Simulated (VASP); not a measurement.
Input of a VASP 6.6.1 run:

INCAR

```
ALGO = Normal
EDIFF = 1E-7
ENCUT = 520
GGA = PE
ISIF = 2
ISMEAR = 0
LASPH = True
LCHARG = False
LREAL = False
LWAVE = False
NBANDS = 27
NELM = 80
PREC = Accurate
SIGMA = 0.1
```

File KPOINTS:

```
k-points
0
Gamma
  12 12 10
```

The input POSCAR:

```
Be3Cd2S
1.0
    5.1207758618      0.0000000000      0.0000000000
   -2.5603879309      4.4347219834      0.0000000000
    0.0000000000      0.0000000000      4.2799490858
Be Cd S
3 2 1
Direct
    0.5000000000      0.0000000000      0.5000000000
    0.0000000000      0.5000000000      0.5000000000
    0.5000000000      0.5000000000      0.5000000000
    0.3333333333      0.6666666667      0.0000000000
    0.6666666667      0.3333333333      0.0000000000
    0.0000000000      0.0000000000      0.0000000000
```

Potentials or basis: VASP PAW PBE potentials, release 64 (Be, Cd, S).

Command:

```bash
$ cat potpaw_PBE.64/Be/POTCAR potpaw_PBE.64/Cd/POTCAR potpaw_PBE.64/S/POTCAR > POTCAR
$ mpirun -np 1 vasp_std > vasp.out
```

(1) What does it give for the band gap on the k mesh?

(2) Predict the pressure.

## Answers

(1) zero (bands 18 and 19 overlap by 1.19 eV).

(2) 0.2 GPa.
